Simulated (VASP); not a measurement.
Input of a VASP 6.6.1 run:

Contents of INCAR:

```
PREC = Accurate
ENCUT = 600
EDIFF = 1E-6
ISMEAR = 0
SIGMA = 0.05
LREAL = F
LASPH = T
NELM = 150
ALGO = Normal
ISIF = 4
LWAVE = F
LCHARG = F
ISPIN = 2
MAGMOM = 2.31 -2.31 0 0
LORBIT = 11
LMAXMIX = 4
GGA = PE
IBRION = 2
NSW = 60
EDIFFG = -0.01
```

Contents of KPOINTS:

```
Automatic mesh
0
Gamma
  12 12 6
```

The input POSCAR:

```
CoO
1.0
    0.0000000000      2.3119903255      2.3119903254
    4.5380068866      2.3119903255      2.3119903254
    4.5380068866      4.6239806509     -0.0000000001
Co O
2 2
Direct
    0.0000000000      0.0000000000      0.0000000000
    0.0000000000      0.0000000000      0.5000000000
    0.2500001652      0.2499998348      0.0000000000
    0.2499998348      0.2500001652      0.5000000000
```

Potentials or basis: VASP PAW PBE potentials, release 64 (Co, O).

Run with:

```bash
$ cat potpaw_PBE.64/Co/POTCAR potpaw_PBE.64/O/POTCAR > POTCAR
$ mpirun -np 1 vasp_std > vasp.out
```

Task: What does it give for the site moments?

Result: Co +2.28, -2.28; O +0.00 μB.

Task: Predict the net moment.

Result: 0.00 μB per cell.

Step by step:
| step | energy change (eV) | largest force (eV/Å) | pressure (GPa) | volume (Å³) |
| --- | --- | --- | --- | --- |
| 1 | 0.0000 | 0.0000 | -7.95 | 48.51 |
| 2 | -0.0001 | 0.0000 | -7.95 | 48.51 |
| 3 | -0.0003 | 0.0000 | -7.93 | 48.51 |
